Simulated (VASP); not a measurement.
Here is a VASP 6.6.1 calculation.

The input INCAR:

```
ALGO = Normal
EDIFF = 1E-6
ENCUT = 500
GGA = RE
GGA_COMPAT = False
ISIF = 2
ISMEAR = 0
ISYM = 0
LASPH = True
LCHARG = False
LREAL = False
LWAVE = False
NBANDS = 18
NELM = 120
PREC = Accurate
SIGMA = 0.1
```

File KPOINTS:

```
k-points
0
Gamma
  12 12 12
```

The input POSCAR:

```
TiAl3
1.0
    3.8984284379      0.0000000000      0.0000000000
    0.0000000000      3.8984284379      0.0000000000
    0.0000000000      0.0000000000      3.8984284379
Ti Al
1 3
Direct
    0.0000000000      0.0000000000      0.0000000000
    0.5000000000      0.0000000000      0.5000000000
    0.0000000000      0.5000000000      0.5000000000
    0.5000000000      0.5000000000      0.0000000000
```

Potentials or basis: VASP PAW PBE potentials, release 64 (Ti_sv, Al).

Run with:

```bash
$ cat potpaw_PBE.64/Ti_sv/POTCAR potpaw_PBE.64/Al/POTCAR > POTCAR
$ mpirun -np 1 vasp_std > vasp.out
```

**Question.** Predict the band gap on the k mesh.

**Answer.** Zero (an odd number of electrons rules out a gap without spin polarisation).

**Question.** Estimate the pressure.

**Answer.** 9.2 GPa.

Caveat: the cell stands under pressure; the PAW data sets were made with another functional, which shifts forces and pressure a little.
